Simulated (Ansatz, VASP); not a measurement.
# Mo in VASP and in Ansatz

```
CELL_PARAMETERS angstrom
-1.58381 1.58381 1.58381
1.58381 -1.58381 1.58381
1.58381 1.58381 -1.58381
ATOMIC_POSITIONS crystal
Mo 0.00000 0.00000 0.00000
```

Alike in both runs: task relaxation of cell and atoms; functional PBE; dispersion D3(BJ); k mesh 8 × 8 × 8; occupations gaussian, width 0.1 eV; no spin polarisation.

|  | VASP | Ansatz |
| --- | --- | --- |
| version | VASP 6.6.1 | Ansatz 0.2.0 |
| potentials or method | VASP PAW PBE potentials, release 64 (Mo_sv), cutoff 600 eV | scalar-relativistic, plane waves, PAW |
| valence electrons in the cell | 14 | 14 |

Ansatz gave:

| Item | Value |
| --- | --- |
| gap on the k mesh at the Fermi level, each at its own relaxed structure (eV) | none |
| relaxed volume (Å³/atom) | 15.37 |
| relaxed cell length with the largest relative difference (Å) | 2.713 |

Task: Which values does VASP return?

Result: gap on the k mesh at the Fermi level, each at its own relaxed structure (eV): none; relaxed volume (Å³/atom): 15.41; relaxed cell length with the largest relative difference (Å): 2.715.

A gap of «none» marks a metal or a gap that the smearing closes.
